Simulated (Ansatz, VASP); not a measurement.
InO: VASP beside Ansatz

INCAR

```
ALGO = Normal ; EDIFF = 1E-6
ENCUT = 520 ; GGA = PS
ISIF = 2 ; ISMEAR = 0
IVDW = 12 ; LASPH = T
LCHARG = T ; LELF = T
LREAL = F ; LVHAR = T
LWAVE = F ; NBANDS = 27
NELM = 60 ; PREC = Accurate
SIGMA = 0.03
```

KPOINTS

```
k-points
0
Gamma
  12 12 4
```

File POSCAR:

```
InO
1.0
    3.4536138013      0.0000000000      0.0000000000
   -1.7268069007      2.9909172868      0.0000000000
    0.0000000000      0.0000000000     15.8771000000
In O
2 2
Direct
    0.6666666667      0.3333333333      0.5900210000
    0.6666666667      0.3333333333      0.4099790000
    0.0000000000      0.0000000000      0.6398670000
    0.0000000000      0.0000000000      0.3601330000
```

Input for Ansatz:

```yaml
crystal:
  lattice:
    - [3.4536138013, 0.0, 0.0]
    - [-1.7268069007, 2.9909172868, 0.0]
    - [0.0, 0.0, 15.8771]
  atoms:
    - { symbol: In, position: [0.6666666667, 0.3333333333, 0.590021] }
    - { symbol: In, position: [0.6666666667, 0.3333333333, 0.409979] }
    - { symbol: O, position: [0.0, 0.0, 0.639867] }
    - { symbol: O, position: [0.0, 0.0, 0.360133] }
basis:
  ecutwfc: 420
kpoints:
  mp_grid: { grid: [12, 12, 4] }
hamiltonian:
  xc: pbesol
  dispersion: d3bj
scf:
  occupations: { method: gaussian, width: 0.03 }
output:
  forces: true
  stress: true
  eigenvalues: true
  write_density: true
  write_potential: true
  elf: true
  volumetric_format: npy
```

Alike in both runs: task single point; functional PBEsol; dispersion D3(BJ); k mesh 12 × 12 × 4; occupations gaussian, width 0.03 eV; no spin polarisation.

```csv
,VASP,Ansatz
version,VASP 6.6.1,Ansatz 0.2.0
potentials or method,"VASP PAW PBE potentials, release 64 (In_d, O), cutoff 520 eV","scalar-relativistic, plane waves, PAW"
valence electrons in the cell,38,38
```

|  | VASP | Ansatz | Ansatz less VASP |
| --- | --- | --- | --- |
| gap on the k mesh at the Fermi level (eV) | 0.32 | 0.33 | +0.013 |
| least direct gap on the mesh (eV) | 1.05 | 1.06 | +0.011 |
| rms of the force components (eV/Å) | 0.107 | 0.123 | +0.0154 |

VASP's potentials were made for PBE, not for PBEsol. Atom by atom the forces differ by 0.020 eV/Å (rms over components). Ansatz's warnings: xc potential rough in thin density.
